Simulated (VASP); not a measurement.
# RuC2N2 (P-43m) in VASP: notebook

The runs below take RuC2N2 through single point, with PBE.

Program: VASP 6.6.1. These are calculated values, not measurements. Logs are shortened: lines on timing, memory, paths and dates and some standing lists are left out, and cuts for length are marked.

## (1) The cell of the first run

Symmetry: P-43m, No. 215, cubic system. Conventional cell: a = 5.781 Å, b = 5.781 Å, c = 5.781 Å, α = 90.00°, β = 90.00°, γ = 90.00°. Ru (site symmetry -43m) has 4 C at 1.91 Å within 2.5 Å. Ru (site symmetry -43m) has 4 N at 1.90 Å within 2.5 Å. Within 1.6 Å of C (site symmetry 3m) lie 1 N at 1.20 Å. N (site symmetry 3m) has 1 C at 1.20 Å within 1.6 Å.

## (2) Single point, PBE

Input file INCAR:

```
SYSTEM = RuC2N2
PREC = Accurate
ENCUT = 520
EDIFF = 1E-7
ISMEAR = 0
SIGMA = 0.1
LREAL = .FALSE.
LASPH = .TRUE.
NELM = 60
ALGO = Normal
ISIF = 2
LWAVE = .FALSE.
LCHARG = .FALSE.
GGA = PE
NBANDS = 43
```

Input file KPOINTS:

```
regular mesh
0
G
  8 8 8
  0 0 0
```

Input file POSCAR:

```
RuC2N2
1.0
    5.7811728910      0.0000000000      0.0000000000
    0.0000000000      5.7811728910      0.0000000000
    0.0000000000      0.0000000000      5.7811728910
Ru C N
2 4 4
Direct
    0.0000000000      0.0000000000      0.0000000000
    0.5000000000      0.5000000000      0.5000000000
    0.1903790338      0.1903790338      0.1903790338
    0.1903790338      0.8096209662      0.8096209662
    0.8096209662      0.1903790338      0.8096209662
    0.8096209662      0.8096209662      0.1903790338
    0.3104872695      0.3104872695      0.3104872695
    0.3104872695      0.6895127305      0.6895127305
    0.6895127305      0.3104872695      0.6895127305
    0.6895127305      0.6895127305      0.3104872695
```

Potentials or basis: VASP PAW PBE potentials, release 64 (Ru_pv, C, N).

Command:

```console
$ cat potpaw_PBE.64/Ru_pv/POTCAR potpaw_PBE.64/C/POTCAR potpaw_PBE.64/N/POTCAR > POTCAR
$ mpirun -np 1 vasp_std > vasp.out
```

OUTCAR:

```text
SYSTEM = RuC2N2
   PREC = Accurate
   ENCUT = 520
   EDIFF = 1E-7
   ISMEAR = 0
   LREAL = .FALSE.
   LASPH = .TRUE.
   NELM = 60
   ISIF = 2
   GGA = PE

 ion  position               nearest neighbor table
   1  0.000  0.000  0.000-   3 1.91   4 1.91   5 1.91   6 1.91
   2  0.500  0.500  0.500-   7 1.90   8 1.90   9 1.90  10 1.90
   3  0.190  0.190  0.190-   7 1.20   1 1.91
   4  0.190  0.810  0.810-   8 1.20   1 1.91
   5  0.810  0.190  0.810-   9 1.20   1 1.91
   6  0.810  0.810  0.190-  10 1.20   1 1.91
   7  0.310  0.310  0.310-   3 1.20   2 1.90
   8  0.310  0.690  0.690-   4 1.20   2 1.90
   9  0.690  0.310  0.690-   5 1.20   2 1.90
  10  0.690  0.690  0.310-   6 1.20   2 1.90

  LATTYP: Found a simple cubic cell.
 ALAT       =     5.7811728910

  Lattice vectors:

 A1 = (   5.7811728910,   0.0000000000,   0.0000000000)
 A2 = (   0.0000000000,   5.7811728910,   0.0000000000)
 A3 = (   0.0000000000,   0.0000000000,   5.7811728910)

Analysis of symmetry for initial positions (statically):
=====================================================================
 Subroutine PRICEL returns:
 Original cell was already a primitive cell.

 Routine SETGRP: Setting up the symmetry group for a
 simple cubic supercell.

 Subroutine GETGRP returns: Found 24 space group operations
 (whereof 24 operations were pure point group operations)
 out of a pool of 48 trial point group operations.

The static configuration has the point symmetry T_d .

Analysis of symmetry for dynamics (positions and initial velocities):
=====================================================================
 Subroutine PRICEL returns:
 Original cell was already a primitive cell.

 Routine SETGRP: Setting up the symmetry group for a
 simple cubic supercell.

 Subroutine GETGRP returns: Found 24 space group operations
 (whereof 24 operations were pure point group operations)
 out of a pool of 48 trial point group operations.

The dynamic configuration has the point symmetry T_d .

 Subroutine INISYM returns: Found 24 space group operations
[... 114 lines left out ...]
   LREAL  =      F    real-space projection
   EDIFFG = 0.1E-05   stopping-criterion for IOM
   NSW    =      0    number of steps for IOM
   IBRION =     -1    ionic relax: 0-MD 1-quasi-New 2-CG
   NFREE  =      0    steps in history (QN), initial steepest desc. (CG)
   ISIF   =      2    stress and relaxation
   ISYM   =      2    0-nonsym 1-usesym 2-fastsym
   POTIM  = 0.5000    time-step for ionic-motion
   TEBEG  =    0.0;   TEEND  =   0.0 temperature during run
   PSTRESS=    0.0 pullay stress
   NELECT =      64.0000    total number of electrons
   NUPDOWN=      -1.0000    fix difference up-down
   EMIN   =  10.00;   EMAX   =-10.00  energy-range for DOS
   EFERMI =   0.00;   METHOD = LEGACY
   ISMEAR =     0;   SIGMA  =   0.10  broadening in eV -4-tet -1-fermi 0-gaus
   EFERMI_NEDOS =   21; number of points for ismear=-14 and -15
   IALGO  =     38    algorithm
   IMIX   =      4    mixing-type and parameters
     AMIX     =   0.40;   BMIX     =  1.00
     AMIX_MAG =   1.60;   BMIX_MAG =  1.00
  volume/ion in A,a.u.               =      19.32       130.39
  Fermi-wavevector in a.u.,A,eV,Ry     =   1.132710  2.140512 17.456720  1.283033
  Thomas-Fermi vector in A             =   2.269412
   LORBIT       =      0    0 simple, 1 ext, 2 COOP (PROOUT), +10 PAW based schemes
   GGA     = PE    functional components
   LHFCALC =     F    Hartree Fock is set to
   AEXX    =    0.0000 exact exchange contribution
   IVDW    =     0    specifies the selected vdW correction
   LEPSILON=     F    determine dielectric tensor
   LRPA    =     F    only Hartree local field effects (RPA)
 non-spin polarized calculation
 Gauss-broadening in eV      SIGMA  =   0.10
  energy-cutoff  :      520.00
  volume of cell :      193.22
 maximum number of plane-waves:      5248
 NGX is ok and might be reduce to    48
   NGX = 21   NGY = 21   NGZ = 21

 number of electron      64.0000009 magnetization

 Free energy of the ion-electron system (eV)
  ---------------------------------------------------
  ext. energy  EPLUGINS =         0.00000000
  ---------------------------------------------------
  free energy    TOTEN  =       -81.85581844 eV

  energy without entropy =      -81.83895068  energy(sigma->0) =      -81.84738456

 E-fermi :   0.6560     XC(G=0):  -7.7685

 val. band max:        0.6509757045   @ k =   0.5000   0.5000   0.3750
 cond. band min:       0.7086119363   @ k =   0.3750   0.3750   0.0000
 fundamental gap:      0.0576362318
 Fermi energy:         0.6559653785

 k-point     1 :       0.0000    0.0000    0.0000
  band No.  band energies     occupation
      1     -43.3381      2.00000
      2     -43.3381      2.00000
      3     -43.3381      2.00000
      4     -42.8030      2.00000
      5     -42.8030      2.00000
      6     -42.8030      2.00000
[... 1093 lines left out ...]
     42       5.6888      0.00000
     43       5.7849      0.00000

 [... further k-points ...]

------------------------ aborting loop because EDIFF is reached ----------------------------------------

  FORCE on cell =-STRESS in cart. coord.  units (eV):
  Direction    XX          YY          ZZ          XY          YZ          ZX
  --------------------------------------------------------------------------------------
  -------------------------------------------------------------------------------------
  Total        0.0859912      0.0859912      0.0859912     -0.0000000     -0.0000000      0.0000000
  in kB        0.7130450      0.7130450      0.7130450     -0.0000000     -0.0000000      0.0000000
  external PRESSURE =       0.7130450 kB  Pullay stress =       0.0000000 kB

 VOLUME and BASIS-vectors are now :
 -----------------------------------------------------------------------------
  energy-cutoff  :      520.00
  volume of cell :      193.22
      direct lattice vectors                 reciprocal lattice vectors
     5.781172891  0.000000000  0.000000000     0.172975280  0.000000000  0.000000000
     0.000000000  5.781172891  0.000000000     0.000000000  0.172975280  0.000000000
     0.000000000  0.000000000  5.781172891     0.000000000  0.000000000  0.172975280

 POSITION                                       TOTAL-FORCE (eV/Angst)
 -----------------------------------------------------------------------------------
      0.00000      0.00000      0.00000        -0.000000      0.000000      0.000000
      2.89059      2.89059      2.89059        -0.000000     -0.000000      0.000000
      1.10061      1.10061      1.10061        -0.135266     -0.135266     -0.135266
      1.10061      4.68056      4.68056        -0.135266      0.135266      0.135266
      4.68056      1.10061      4.68056         0.135266     -0.135266      0.135266
      4.68056      4.68056      1.10061         0.135266      0.135266     -0.135266
      1.79498      1.79498      1.79498         0.134363      0.134363      0.134363
      1.79498      3.98619      3.98619         0.134363     -0.134363     -0.134363
      3.98619      1.79498      3.98619        -0.134363      0.134363     -0.134363
      3.98619      3.98619      1.79498        -0.134363     -0.134363      0.134363
 -----------------------------------------------------------------------------------
    total drift:                                0.000000      0.000000      0.000000

  FREE ENERGIE OF THE ION-ELECTRON SYSTEM (eV)
  ---------------------------------------------------
  free  energy   TOTEN  =       -81.8558184392 eV

  energy  without entropy=      -81.8389506828  energy(sigma->0) =      -81.84738456
```

OSZICAR:

```text
N       E                     dE             d eps       ncg     rms          rms(c)
DAV:   1     0.490992669441E+03    0.49099E+03   -0.33713E+04  3362   0.134E+03
DAV:   2    -0.530659948438E+02   -0.54406E+03   -0.52156E+03  3626   0.347E+02
DAV:   3    -0.946064352545E+02   -0.41540E+02   -0.40483E+02  3588   0.938E+01
DAV:   4    -0.960054062940E+02   -0.13990E+01   -0.13826E+01  3971   0.164E+01
DAV:   5    -0.960328253678E+02   -0.27419E-01   -0.27384E-01  3584   0.236E+00    0.459E+01
DAV:   6    -0.962718285372E+02   -0.23900E+00   -0.10099E+02  3219   0.645E+01    0.663E+01
DAV:   7    -0.835067371366E+02    0.12765E+02   -0.35627E+01  3073   0.467E+01    0.139E+01
DAV:   8    -0.837535854575E+02   -0.24685E+00   -0.12429E+01  3705   0.287E+01    0.178E+01
DAV:   9    -0.821992603350E+02    0.15543E+01   -0.43609E+00  3644   0.167E+01    0.655E+00
DAV:  10    -0.818604056466E+02    0.33885E+00   -0.56601E-01  3686   0.579E+00    0.180E+00
DAV:  11    -0.818576818576E+02    0.27238E-02   -0.73739E-02  3701   0.185E+00    0.102E+00
DAV:  12    -0.818558856381E+02    0.17962E-02   -0.72401E-03  3694   0.559E-01    0.326E-01
DAV:  13    -0.818557325163E+02    0.15312E-03   -0.20360E-03  3971   0.261E-01    0.110E-01
DAV:  14    -0.818557967622E+02   -0.64246E-04   -0.20550E-04  3716   0.904E-02    0.580E-02
DAV:  15    -0.818558173297E+02   -0.20568E-04   -0.28183E-05  3708   0.339E-02    0.258E-02
DAV:  16    -0.818558190916E+02   -0.17619E-05   -0.53275E-06  3868   0.137E-02    0.967E-03
DAV:  17    -0.818558185093E+02    0.58236E-06   -0.12761E-06  3668   0.765E-03    0.410E-03
DAV:  18    -0.818558184392E+02    0.70046E-07   -0.13941E-07  2652   0.180E-03
   1 F= -.81855818E+02 E0= -.81847385E+02  d E =-.168678E-01
```

It took 3.5 min on 1 thread of Intel Xeon 6975P-C (Granite Rapids), shared host; peak memory 0.46 GiB.

What came out:

```
Free energy            : -81.8558 eV
Pressure               : 0.1 GPa
Largest force          : 0.234 eV/Å
Band gap on the k mesh : zero (band 32 reaches 0.92 eV, above the bottom of band 33 at 0.16 eV)
```

Forces in eV/Å, atoms in the order of the input:
```
Ru   0.000  0.000  0.000
Ru   0.000  0.000  0.000
C   -0.135 -0.135 -0.135
C   -0.135  0.135  0.135
C    0.135 -0.135  0.135
C    0.135  0.135 -0.135
N    0.134  0.134  0.134
N    0.134 -0.134 -0.134
N   -0.134  0.134 -0.134
N   -0.134 -0.134  0.134
```

Levels at points of the mesh, in eV from the Fermi level:
```csv
k point,band 29,band 30,band 31,band 32,band 33,band 34,band 35,band 36
"(0.00, 0.00, 0.00)",-0.66,-0.66,-0.66,-0.49,-0.49,0.71,0.71,0.71
"(0.50, 0.00, 0.00)",-1.86,-1.39,-0.77,-0.77,0.63,0.65,1.06,1.06
"(0.50, 0.50, 0.00)",-1.87,-1.33,-0.56,-0.56,0.62,0.70,0.85,0.85
"(0.50, 0.50, 0.50)",-0.39,-0.39,-0.35,-0.35,-0.35,0.63,0.63,0.63
```

## (3) Single point, PBE, collinear spin, antiferromagnetic start

Input file INCAR:

```
SYSTEM = RuC2N2
  ALGO = Normal
  EDIFF = 1E-6
  ENCUT = 520
  GGA = PE
  ISIF = 2
  ISMEAR = 0
  ISPIN = 2
  LASPH = .TRUE.
  LCHARG = .FALSE.
  LMAXMIX = 4
  LORBIT = 11
  LREAL = .FALSE.
  LWAVE = .FALSE.
  MAGMOM = -1 1 0 0 0 0 0 0 0 0
  NBANDS = 47
  NELM = 150
  PREC = Accurate
  SIGMA = 0.1
```

Input file KPOINTS:

```
k-points
0
G
  4 4 4
  0 0 0
```

Input file POSCAR:

```
RuC2N2
1.0
    5.7831979391      0.0000000000      0.0000000000
    0.0000000000      5.7831979391      0.0000000000
    0.0000000000      0.0000000000      5.7831979391
Ru C N
2 4 4
Direct
    0.0000000000      0.0000000000      0.0000000000
    0.5000000000      0.5000000000      0.5000000000
    0.1904130020      0.1904130020      0.1904130020
    0.1904130020      0.8095869980      0.8095869980
    0.8095869980      0.1904130020      0.8095869980
    0.8095869980      0.8095869980      0.1904130020
    0.3105064689      0.3105064689      0.3105064689
    0.3105064689      0.6894935311      0.6894935311
    0.6894935311      0.3105064689      0.6894935311
    0.6894935311      0.6894935311      0.3105064689
```

Potentials or basis: VASP PAW PBE potentials, release 64 (Ru_pv, C, N).

Command:

```console
$ cat potpaw_PBE.64/Ru_pv/POTCAR potpaw_PBE.64/C/POTCAR potpaw_PBE.64/N/POTCAR > POTCAR
$ mpirun -np 1 vasp_std > vasp.out
```

It took 2.4 min on 1 thread of Intel Xeon 6975P-C (Granite Rapids), shared host; peak memory 0.46 GiB.

It converged, with:

```yaml
Free_energy: -81.8895 eV
Pressure: -0.1 GPa
Largest_force: 0.261 eV/Å
Band_gap_on_the_k_mesh: zero (filled and empty bands overlap)
Net_moment: 0.00 μB per cell
Valence_electrons_inside_the_program's_atomic_spheres: Ru 12.92, 12.66; C 2.54; N 3.87
```

Forces on the atoms (eV/Å):
```
Ru   0.000  0.000  0.000
Ru   0.000  0.000  0.000
C   -0.151 -0.151 -0.151
C   -0.151  0.151  0.151
C    0.151 -0.151  0.151
C    0.151  0.151 -0.151
N    0.144  0.144  0.144
N    0.144 -0.144 -0.144
N   -0.144  0.144 -0.144
N   -0.144 -0.144  0.144
```

Levels at points of the mesh, in eV from the Fermi level:
Spin up:
| k point | band 30 | band 31 | band 32 | band 33 | band 34 | band 35 |
| --- | --- | --- | --- | --- | --- | --- |
| (0.00, 0.00, 0.00) | -0.74 | -0.74 | -0.58 | -0.58 | 0.62 | 0.62 |
| (0.50, 0.00, 0.00) | -1.47 | -0.85 | -0.85 | 0.54 | 0.56 | 0.97 |
| (0.50, 0.50, 0.00) | -1.42 | -0.65 | -0.65 | 0.53 | 0.61 | 0.76 |
| (0.50, 0.50, 0.50) | -0.48 | -0.44 | -0.44 | -0.44 | 0.54 | 0.54 |
Spin down:
```tsv
k point	band 30	band 31	band 32	band 33	band 34	band 35
(0.00, 0.00, 0.00)	-0.74	-0.74	-0.58	-0.58	0.62	0.62
(0.50, 0.00, 0.00)	-1.47	-0.85	-0.85	0.54	0.56	0.97
(0.50, 0.50, 0.00)	-1.42	-0.65	-0.65	0.53	0.61	0.76
(0.50, 0.50, 0.50)	-0.48	-0.44	-0.44	-0.44	0.54	0.54
```

[end of part 1 of 2]
